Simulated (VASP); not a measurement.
Set up this calculation in VASP 6.6.1, as the native input.

| Quantity | Value |
| --- | --- |
| Task | electric field gradients |
| Functional | PBEsol |
| Potentials or basis | VASP PAW PBE potentials, release 64 (Co, O) |
| Cutoff | 520 eV |
| k mesh | 16 × 16 × 16 |
| Occupations | fermi-dirac, width 0.05 eV |
| Spin | collinear spin, ferromagnetic start |
| Starting moments | [2.0, 0.0] μB |
| Dipole correction | no |
| Further INCAR settings | ALGO = Normal; EDIFF = 1e-08; NBANDS = 18 |

The structure of CoO lies in POSCAR:

```
CoO
1.0
    0.0000000000      2.1733047310      2.1733047310
    2.1733047310      0.0000000000      2.1733047310
    2.1733047310      2.1733047310      0.0000000000
Co O
1 1
Direct
    0.0000000000      0.0000000000      0.0000000000
    0.5000000000      0.5000000000      0.5000000000
```

The input as run:

INCAR

```
SYSTEM = CoO
PREC     = Accurate       ! precision mode
ENCUT    = 520            ! plane-wave cutoff, eV
EDIFF    = 1E-8           ! SCF threshold, eV
ISMEAR   = -1             ! smearing method
SIGMA    = 0.05           ! smearing width, eV
LREAL    = .False.        ! projectors in reciprocal space
LASPH    = .True.         ! aspherical terms in the spheres
NELM     = 200            ! most SCF steps
ALGO     = Normal         ! electronic algorithm
ISIF     = 2              ! what is computed and relaxed
LWAVE    = .False.        ! write WAVECAR
LCHARG   = .False.        ! write CHGCAR
ISPIN    = 2              ! spin polarisation
MAGMOM   = 2 0            ! initial moments
LORBIT   = 11             ! projections on sites
LMAXMIX  = 4              ! l up to which the mixer works
GGA      = PS             ! functional
LEFG     = .True.       
NBANDS   = 18             ! bands
GGA_COMPAT= .False.
```

KPOINTS

```
regular mesh
0
Gamma
  16 16 16
  0 0 0
```

Potentials or basis: VASP PAW PBE potentials, release 64 (Co, O).

Launch:

```sh
$ cat potpaw_PBE.64/Co/POTCAR potpaw_PBE.64/O/POTCAR > POTCAR
$ mpirun -np 1 vasp_std > vasp.out
```

Results of the run:

| Quantity | Value |
| --- | --- |
| Pressure | -19.1 GPa |
| Band gap on the k mesh | zero (filled and empty bands overlap) |
| Net moment | 2.99 μB per cell |
| Site moments | Co +2.61; O +0.33 μB |
| Largest electric field gradient by atom | zero within the noise of the run |
| Valence electrons inside the program's atomic spheres | Co 7.71; O 4.92 |

Caveat: the cell stands under tension; the PAW data sets were made with another functional, which shifts forces and pressure a little; a cell with one magnetic atom can't hold antiferromagnetic order, which such compounds often take; semilocal functionals often make such compounds metallic where correlation or magnetic order opens a gap, which also shifts bond lengths.

It took 2.2 min on 1 thread of Intel Xeon 8259CL, with other jobs on the host, peak memory 0.21 GiB.
